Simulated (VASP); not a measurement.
# CoO in VASP: notebook

Runs on CoO. Level: PBE. Tasks: single point.

Program: VASP 6.6.1. These are calculated values, not measurements. Logs are shortened: lines on timing, memory, paths and dates and some standing lists are left out, and cuts for length are marked.

### Step 1. The cell of the first run

The structure is tetragonal, space group I4/mmm (No. 139). The conventional cell has a = 3.016 Å, b = 3.016 Å, c = 4.215 Å, α = 90.00°, β = 90.00°, γ = 90.00°. Within 2.8 Å of Co (site symmetry 4/mmm) lie 6 O at 2.11 to 2.13 Å. O (site symmetry 4/mmm) has 6 Co at 2.11 to 2.13 Å within 2.8 Å.

### Step 2. Single point, PBE, collinear spin, ferromagnetic start

File INCAR:

```
SYSTEM = CoO
PREC = Accurate
ENCUT = 520
EDIFF = 1E-6
ISMEAR = -1
SIGMA = 0.05
LREAL = .False.
LASPH = .True.
NELM = 150
ALGO = Normal
ISIF = 2
LWAVE = .False.
LCHARG = .False.
ISPIN = 2
MAGMOM = 3.5 0
LORBIT = 11
LMAXMIX = 4
GGA = PE
NBANDS = 18
```

File KPOINTS:

```
regular mesh
0
Gamma
  12 12 12
  0 0 0
```

File POSCAR:

```
CoO
1.0
   -1.5080004400      1.5080004400      2.1072503600
    1.5080004400     -1.5080004400      2.1072503600
    1.5080004400      1.5080004400     -2.1072503600
Co O
1 1
Direct
    0.0000000000      0.0000000000      0.0000000000
    0.5000000000      0.5000000000      0.0000000000
```

Potentials or basis: VASP PAW PBE potentials, release 64 (Co, O).

Command:

```
$ cat potpaw_PBE.64/Co/POTCAR potpaw_PBE.64/O/POTCAR > POTCAR
$ mpirun -np 1 vasp_std > vasp.out
```

OUTCAR:

```text
SYSTEM = CoO
   PREC = Accurate
   ENCUT = 520
   EDIFF = 1E-6
   ISMEAR = -1
   LREAL = .False.
   LASPH = .True.
   NELM = 150
   ISIF = 2
   ISPIN = 2
   LORBIT = 11
   GGA = PE

 ion  position               nearest neighbor table
   1  0.000  0.000  0.000-   2 2.11   2 2.11   2 2.13   2 2.13   2 2.13   2 2.13
   2  0.500  0.500  0.000-   1 2.11   1 2.11   1 2.13   1 2.13   1 2.13   1 2.13

  LATTYP: Found a body centered tetragonal cell.
 ALAT       =     3.0160008800
 C/A-ratio  =     1.3973804676

  Lattice vectors:

 A1 = (  -1.5080004400,   1.5080004400,   2.1072503600)
 A2 = (   1.5080004400,  -1.5080004400,   2.1072503600)
 A3 = (   1.5080004400,   1.5080004400,  -2.1072503600)

Analysis of symmetry for initial positions (statically):
=====================================================================
 Subroutine PRICEL returns:
 Original cell was already a primitive cell.

 Routine SETGRP: Setting up the symmetry group for a
 body centered tetragonal supercell.

 Subroutine GETGRP returns: Found 16 space group operations
 (whereof 16 operations were pure point group operations)
 out of a pool of 16 trial point group operations.

The static configuration has the point symmetry D_4h.

Analysis of symmetry for dynamics (positions and initial velocities):
=====================================================================
 Subroutine PRICEL returns:
 Original cell was already a primitive cell.

 Routine SETGRP: Setting up the symmetry group for a
 body centered tetragonal supercell.

 Subroutine GETGRP returns: Found 16 space group operations
 (whereof 16 operations were pure point group operations)
 out of a pool of 16 trial point group operations.

The dynamic configuration has the point symmetry D_4h.

Analysis of structural, dynamic, and magnetic symmetry:
=====================================================================
 Subroutine PRICEL returns:
 Original cell was already a primitive cell.

 Routine SETGRP: Setting up the symmetry group for a
 body centered tetragonal supercell.

 Subroutine GETGRP returns: Found 16 space group operations
 (whereof 16 operations were pure point group operations)
 out of a pool of 16 trial point group operations.

The overall configuration has the point symmetry D_4h.

 Subroutine INISYM returns: Found 16 space group operations
 (whereof 16 operations are pure point group operations),
 and found     1 'primitive' translations

----------------------------------------------------------------------------------------

                                     Primitive cell

  volume of cell :      19.1681

  direct lattice vectors                    reciprocal lattice vectors
    -1.508000440  1.508000440  2.107250360     0.000000000  0.331564890  0.237276030
     1.508000440 -1.508000440  2.107250360     0.331564890  0.000000000  0.237276030
     1.508000440  1.508000440 -2.107250360     0.331564890  0.331564890  0.000000000

  length of vectors
     2.998105191  2.998105191  2.998105191     0.407719500  0.407719500  0.468903564

  position of ions in fractional coordinates (direct lattice)
     0.000000000  0.000000000  0.000000000
     0.500000000  0.500000000  0.000000000

  ion indices of the primitive-cell ions
   primitive index   ion index
                 1           1
                 2           2

----------------------------------------------------------------------------------------

 KPOINTS: regular mesh

Automatic generation of k-mesh.
 Grid dimensions read from file:
 generate k-points for:   12   12   12

 Generating k-lattice:

  Cartesian coordinates                     Fractional coordinates (reciprocal lattice)
     0.000000000  0.027630407  0.019773003     0.083333333  0.000000000  0.000000000
     0.027630407  0.000000000  0.019773003     0.000000000  0.083333333  0.000000000
     0.027630407  0.027630407  0.000000000     0.000000000  0.000000000  0.083333333

  Length of vectors
     0.033976625  0.033976625  0.039075297

  Shift w.r.t. Gamma in fractional coordinates (k-lattice)
     0.000000000  0.000000000  0.000000000

 Subroutine IBZKPT returns following result:
 ===========================================

 Found    163 irreducible k-points:

 Following reciprocal coordinates:
            Coordinates               Weight
  0.000000  0.000000  0.000000      1.000000
  0.083333 -0.000000  0.000000      8.000000
  0.166667 -0.000000  0.000000      8.000000
  0.250000  0.000000  0.000000      8.000000
  0.333333 -0.000000  0.000000      8.000000
  0.416667 -0.000000  0.000000      8.000000
[... 16 lines left out ...]
  0.500000  0.166667  0.000000     16.000000
 -0.416667  0.166667  0.000000     16.000000
 [... further k-points ...]
   k-points           NKPTS =    163   k-points in BZ     NKDIM =    163   number of bands    NBANDS=     18
   number of dos      NEDOS =    301   number of ions     NIONS =      2
   total plane-waves  NPLWV =  13824
   dimension x,y,z NGX =    24 NGY =   24 NGZ =   24
   dimension x,y,z NGXF=    48 NGYF=   48 NGZF=   48
   ions per type =               1   1
   NGX,Y,Z   is equivalent  to a cutoff of  13.31, 13.31, 13.31 a.u.
   NGXF,Y,Z  is equivalent  to a cutoff of  26.62, 26.62, 26.62 a.u.
 SYSTEM =  CoO
   PREC   = accura    normal or accurate (medium, high low for compatibility)
   ISTART =      0    job   : 0-new  1-cont  2-samecut
   ICHARG =      2    charge: 1-file 2-atom 10-const
   ISPIN  =      2    spin polarized calculation?
   LNONCOLLINEAR =      F non collinear calculations
   LSORBIT =      F    spin-orbit coupling
   LASPH  =      T    aspherical Exc in radial PAW
   ENCUT  =  520.0 eV  38.22 Ry    6.18 a.u.   5.57  5.57  5.57*2*pi/ulx,y,z
   NELM   =    150;   NELMIN=  2; NELMDL= -5     # of ELM steps
   EDIFF  = 0.1E-05   stopping-criterion for ELM
   LREAL  =      F    real-space projection
   EDIFFG = 0.1E-04   stopping-criterion for IOM
   NSW    =      0    number of steps for IOM
   IBRION =     -1    ionic relax: 0-MD 1-quasi-New 2-CG
   NFREE  =      0    steps in history (QN), initial steepest desc. (CG)
   ISIF   =      2    stress and relaxation
   ISYM   =      2    0-nonsym 1-usesym 2-fastsym
   POTIM  = 0.5000    time-step for ionic-motion
   TEBEG  =    0.0;   TEEND  =   0.0 temperature during run
   PSTRESS=    0.0 pullay stress
   NELECT =      15.0000    total number of electrons
   NUPDOWN=      -1.0000    fix difference up-down
   EMIN   =  10.00;   EMAX   =-10.00  energy-range for DOS
   EFERMI =   0.00;   METHOD = LEGACY
   ISMEAR =    -1;   SIGMA  =   0.05  broadening in eV -4-tet -1-fermi 0-gaus
   EFERMI_NEDOS =   21; number of points for ismear=-14 and -15
   IALGO  =     38    algorithm
   IMIX   =      4    mixing-type and parameters
     AMIX     =   0.40;   BMIX     =  1.00
     AMIX_MAG =   1.60;   BMIX_MAG =  1.00
  volume/ion in A,a.u.               =       9.58        64.68
  Fermi-wavevector in a.u.,A,eV,Ry     =   1.508617  2.850872 30.965828  2.275924
  Thomas-Fermi vector in A             =   2.619047
   LORBIT       =     11    0 simple, 1 ext, 2 COOP (PROOUT), +10 PAW based schemes
   GGA     = PE    functional components
   LHFCALC =     F    Hartree Fock is set to
   AEXX    =    0.0000 exact exchange contribution
   IVDW    =     0    specifies the selected vdW correction
   LEPSILON=     F    determine dielectric tensor
   LRPA    =     F    only Hartree local field effects (RPA)
 spin polarized calculation
  energy-cutoff  :      520.00
  volume of cell :       19.17
 maximum number of plane-waves:       533
 NGX is ok and might be reduce to    24
   NGX = 11   NGY = 11   NGZ = 11

 number of electron      15.0000006 magnetization       2.8836864

 Free energy of the ion-electron system (eV)
  ---------------------------------------------------
  ext. energy  EPLUGINS =         0.00000000
  ---------------------------------------------------
  free energy    TOTEN  =       -13.06346474 eV

  energy without entropy =      -13.02842140  energy(sigma->0) =      -13.04594307

 E-fermi :   8.0182     XC(G=0): -12.4547

 val. band max:        8.0164737926   @ k =   0.3333   0.3333   0.1667
 cond. band min:       8.0193983032   @ k =   0.2500   0.0833   0.0833
 fundamental gap:      0.0029245106
 Fermi energy:         8.0182185736

 spin component 1

 k-point     1 :       0.0000    0.0000    0.0000
  band No.  band energies     occupation
      1     -12.2422      1.00000
      2       4.7579      1.00000
      3       4.7666      1.00000
      4       4.8469      1.00000
      5       4.8854      1.00000
      6       4.8854      1.00000
[... 10 lines left out ...]
     17      29.9231      0.00000
     18      32.8286      0.00000
[... 463 lines left out ...]
 k-point    24 :      -0.4167    0.1667    0.0000
  band No.  band energies     occupation
      1     -11.1688      1.00000
      2       0.6990      1.00000
      3       2.1896      1.00000
      4       2.5573      1.00000
      5       5.1719      1.00000
      6       5.6690      1.00000
[... 10 lines left out ...]
     17      35.3777      0.00000
     18      36.9516      0.00000

 [... further k-points ...]

 spin component 2

 k-point     1 :       0.0000    0.0000    0.0000
  band No.  band energies     occupation
      1     -11.7503      1.00000
      2       5.3825      1.00000
      3       5.4411      1.00000
      4       5.4411      1.00000
      5       6.8930      1.00000
      6       6.8931      1.00000
[... 10 lines left out ...]
     17      30.8882      0.00000
     18      33.6565      0.00000
[... 463 lines left out ...]
 k-point    24 :      -0.4167    0.1667    0.0000
  band No.  band energies     occupation
      1     -10.6366      1.00000
      2       1.3052      1.00000
      3       3.3119      1.00000
      4       3.7535      1.00000
      5       7.1698      1.00000
      6       7.9496      0.79767
[... 10 lines left out ...]
     17      35.8047      0.00000
     18      37.4162      0.00000

 [... further k-points ...]

------------------------ aborting loop because EDIFF is reached ----------------------------------------

  FORCE on cell =-STRESS in cart. coord.  units (eV):
  Direction    XX          YY          ZZ          XY          YZ          ZX
  --------------------------------------------------------------------------------------
  -------------------------------------------------------------------------------------
  Total       -0.0964678     -0.0964678     -0.0766602      0.0000000      0.0000000      0.0000000
  in kB       -8.0633183     -8.0633183     -6.4076928      0.0000000      0.0000000      0.0000000
  external PRESSURE =      -7.5114431 kB  Pullay stress =       0.0000000 kB

 VOLUME and BASIS-vectors are now :
 -----------------------------------------------------------------------------
  energy-cutoff  :      520.00
  volume of cell :       19.17
      direct lattice vectors                 reciprocal lattice vectors
    -1.508000440  1.508000440  2.107250360     0.000000000  0.331564890  0.237276030
     1.508000440 -1.508000440  2.107250360     0.331564890  0.000000000  0.237276030
     1.508000440  1.508000440 -2.107250360     0.331564890  0.331564890  0.000000000

 POSITION                                       TOTAL-FORCE (eV/Angst)
 -----------------------------------------------------------------------------------
      0.00000      0.00000      0.00000         0.000000     -0.000000     -0.000000
      0.00000      0.00000      2.10725        -0.000000      0.000000      0.000000
 -----------------------------------------------------------------------------------
    total drift:                               -0.000000      0.000000     -0.000000

  FREE ENERGIE OF THE ION-ELECTRON SYSTEM (eV)
  ---------------------------------------------------
  free  energy   TOTEN  =       -13.0634647364 eV

  energy  without entropy=      -13.0284213957  energy(sigma->0) =      -13.04594307

 total charge

# of ion       s       p       d       tot
------------------------------------------
    1        0.296   0.362   7.150   7.808
    2        1.556   3.427   0.000   4.983
--------------------------------------------------
tot          1.852   3.789   7.150  12.791

 magnetization (x)

# of ion       s       p       d       tot
------------------------------------------
    1        0.021   0.018   2.504   2.542
    2        0.029   0.263   0.000   0.292
--------------------------------------------------
tot          0.049   0.281   2.504   2.834
```

It took 85 s on 1 thread of Intel Xeon Platinum 8259CL at 2.50GHz (Skylake/Cascade Lake), shared host; peak memory 0.21 GiB.

Results:

```
Free energy                                           : -13.0635 eV
Pressure                                              : -0.8 GPa
Net moment                                            : 2.88 μB per cell
Site moments                                          : Co +2.54; O +0.29 μB
Valence electrons inside the program's atomic spheres : Co 7.81; O 4.98
```

Levels at points of the mesh, in eV from the Fermi level:
Spin up:
| k point | band 7 | band 8 | band 9 | band 10 | band 11 | band 12 |
| --- | --- | --- | --- | --- | --- | --- |
| (0.00, 0.00, 0.00) | -3.10 | -3.10 | -2.98 | 1.05 | 16.89 | 18.19 |
| (0.50, 0.00, 0.00) | -1.78 | 0.10 | 0.17 | 5.10 | 9.43 | 13.37 |
| (0.50, 0.50, 0.00) | -2.39 | -2.06 | -2.00 | 5.93 | 9.83 | 11.77 |
| (0.50, 0.50, 0.50) | -2.39 | -2.07 | -2.07 | 5.94 | 9.98 | 11.65 |
Spin down:
```tsv
k point	band 4	band 5	band 6	band 7	band 8	band 9
(0.00, 0.00, 0.00)	-2.58	-1.13	-1.13	-1.09	0.03	0.08
(0.50, 0.00, 0.00)	-4.66	-0.15	-0.11	0.18	2.70	2.74
(0.50, 0.50, 0.00)	-3.79	-2.24	0.10	0.14	0.51	1.02
(0.50, 0.50, 0.50)	-3.88	-2.25	0.13	0.13	0.58	0.98
```

Caveat: a cell with one magnetic atom can't hold antiferromagnetic order, which such compounds often take; semilocal functionals often make such compounds metallic where correlation or magnetic order opens a gap, which also shifts bond lengths. With open d or f shells a metallic result of PBE can be an artefact of self-interaction; +U or a hybrid may open a gap.

### Step 3. Single point, PBE, collinear spin, ferromagnetic start

This run uses another cell than the first one, of 9.20 Å³/atom.

File INCAR:

```
SYSTEM = CoO
  ALGO = Normal
  EDIFF = 1E-6
  ENCUT = 700
  GGA = PE
  GGA_COMPAT = .False.
  ISIF = 2
  ISMEAR = -1
  ISPIN = 2
  LASPH = .True.
  LCHARG = .False.
  LMAXMIX = 4
  LORBIT = 11
  LREAL = .False.
  LWAVE = .False.
  MAGMOM = 2 0
  NBANDS = 22
  NELM = 200
  PREC = Accurate
  SIGMA = 0.05
```

File KPOINTS:

```
k-points
0
Gamma
  12 12 12
  0 0 0
```

File POSCAR:

```
CoO
1.0
   -1.4876195573      1.4876195573      2.0787705126
    1.4876195573     -1.4876195573      2.0787705126
    1.4876195573      1.4876195573     -2.0787705126
Co O
1 1
Direct
    0.0000000000      0.0000000000      0.0000000000
    0.5000000000      0.5000000000      0.0000000000
```

Potentials or basis: VASP PAW PBE potentials, release 64 (Co_sv, O).

Command:

```
$ cat potpaw_PBE.64/Co_sv/POTCAR potpaw_PBE.64/O/POTCAR > POTCAR
$ mpirun -np 1 vasp_std > vasp.out
```

Run time: 3 min. Hardware: 1 thread of Intel Xeon Platinum 8488C (Sapphire Rapids), shared host; peak memory 0.28 GiB.

It converged, with:

```
Free energy                                           : -13.1319 eV
Pressure                                              : 5.9 GPa
Net moment                                            : 2.77 μB per cell
Site moments                                          : Co +2.41; O +0.26 μB
Valence electrons inside the program's atomic spheres : Co 14.91; O 5.00
```

Stress tensor (GPa, compression positive):
```
5.75 0.00 0.00
0.00 5.75 0.00
0.00 0.00 6.20
```

Levels at points of the mesh, in eV from the Fermi level:
Spin up:
```
           k point  band 9  band 10  band 11  band 12  band 13  band 14  band 15  band 16  band 17  band 18
(0.00, 0.00, 0.00)   -3.26    -3.25    -3.13    -3.13    -3.00     1.20    16.91    18.41    18.41    18.45
(0.50, 0.00, 0.00)   -2.29    -2.26    -1.71     0.20     0.29     5.10     9.75    13.55    13.84    21.04
(0.50, 0.50, 0.00)   -4.08    -2.88    -2.27    -1.98    -1.92     6.14    10.01    11.90    16.19    16.39
(0.50, 0.50, 0.50)   -4.00    -2.85    -2.27    -1.99    -1.99     6.15    10.16    11.77    16.14    16.14
```
Spin down:
```
           k point  band 6  band 7  band 8  band 9  band 10  band 11  band 12  band 13  band 14  band 15
(0.00, 0.00, 0.00)   -2.95   -2.89   -2.89   -1.24    -1.24    -1.19    -0.02     0.03     1.71    16.81
(0.50, 0.00, 0.00)   -8.12   -5.08   -5.04   -0.17    -0.13     0.17     2.79     2.84     5.37    10.48
(0.50, 0.50, 0.00)   -6.90   -4.25   -4.15   -2.46     0.11     0.15     0.50     1.09     6.97    10.44
(0.50, 0.50, 0.50)   -6.88   -4.24   -4.24   -2.47     0.14     0.14     0.57     1.05     6.97    10.57
```

Caveat: the cell stands under pressure; a cell with one magnetic atom can't hold antiferromagnetic order, which such compounds often take; semilocal functionals often make such compounds metallic where correlation or magnetic order opens a gap, which also shifts bond lengths.

[end of part 1 of 2]
